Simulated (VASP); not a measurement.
Wanted: the native input for a VASP 6.6.1 run.

| Property | Result |
| --- | --- |
| Task | single point |
| Functional | PBE |
| Potentials or basis | VASP PAW PBE potentials, release 64 (Ta_pv, Mo_sv) |
| Cutoff | 520 eV |
| k mesh | 6 × 6 × 14 |
| Occupations | gaussian, width 0.1 eV |
| Spin | no spin polarisation |
| Dipole correction | no |
| Further INCAR settings | ALGO = Fast; EDIFF = 1e-06; NBANDS = 42 |

The structure of TaMo4 lies in POSCAR:

```
TaMo4
1.0
    5.9443910347      0.0000000000      0.0000000000
    0.0000000000      5.9443910347      0.0000000000
    0.0000000000      0.0000000000      2.6389820853
Ta Mo
1 4
Direct
    0.0000000000      0.0000000000      0.5000000000
    0.1986539902      0.5000000000      0.5000000000
    0.8013460098      0.5000000000      0.5000000000
    0.5000000000      0.8013460098      0.5000000000
    0.5000000000      0.1986539902      0.5000000000
```

The cell was built from a structure type or drawn by symmetry, and may not be a known phase.

These files were run (other wordings do the same):

INCAR

```
SYSTEM = TaMo4
PREC = Accurate ; ENCUT = 520
EDIFF = 1E-6 ; ISMEAR = 0
SIGMA = 0.1 ; LREAL = .False.
LASPH = .True. ; NELM = 60
ALGO = Fast ; ISIF = 2
LWAVE = .False. ; LCHARG = .False.
GGA = PE ; NBANDS = 42
```

KPOINTS

```
Automatic mesh
0
Gamma
  6 6 14
  0 0 0
```

Potentials or basis: VASP PAW PBE potentials, release 64 (Ta_pv, Mo_sv).

Launch:

```sh
$ cat potpaw_PBE.64/Ta_pv/POTCAR potpaw_PBE.64/Mo_sv/POTCAR > POTCAR
$ mpirun -np 1 vasp_std > vasp.out
```

It gave:

```json
{
  "Pressure": "0.5 GPa",
  "Largest force": "0.031 eV/Å",
  "Band gap on the k mesh": "zero (an odd number of electrons rules out a gap without spin polarisation)"
}
```

Caveat: spin-orbit coupling is left out, which moves the levels of the heavy elements.

Wall time 2.2 min on 1 thread of Intel(R) Xeon(R) 6975P-C (Granite Rapids) (shared host), peak memory 0.38 GiB.
